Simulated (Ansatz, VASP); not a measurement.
Ba2SO: VASP beside Ansatz

```xyz
4
Lattice="2.1029 1.2141 6.9497 -2.1029 1.2141 6.9497 0.0000 -2.4282 6.9497" Properties=species:S:1:pos:R:3 pbc="T T T"
O     2.1029    1.2141    6.9497
S     0.0000    0.0000   10.4246
Ba    0.0000    0.0000    5.4451
Ba    0.0000    0.0000   15.4040
```

Alike in both runs: task single point; functional PBE; k mesh 8 × 8 × 8; occupations fermi-dirac, width 0.02 eV; no spin polarisation.

|  | VASP | Ansatz |
| --- | --- | --- |
| version | VASP 6.6.1 | Ansatz 0.2.0 |
| potentials or method | VASP PAW PBE potentials, release 64 (O, S, Ba_sv) | plane waves, PAW |
| plane-wave cutoff (eV) | 520 | 420 |
| valence electrons in the cell | 32 | 32 |

Ansatz gave:

| Property | Result |
| --- | --- |
| gap on the k mesh at the Fermi level (eV) | 2.09 |
| pressure (GPa) | 0.5 |
| rms of the force components (eV/Å) | 0.049 |

**Question.** Which values does VASP return?

**Answer.** gap on the k mesh at the Fermi level (eV): 1.97; pressure (GPa): 1.5; rms of the force components (eV/Å): 0.062.

Atom by atom the forces differ by 0.012 eV/Å (rms over components).

Spin-orbit coupling is off throughout.
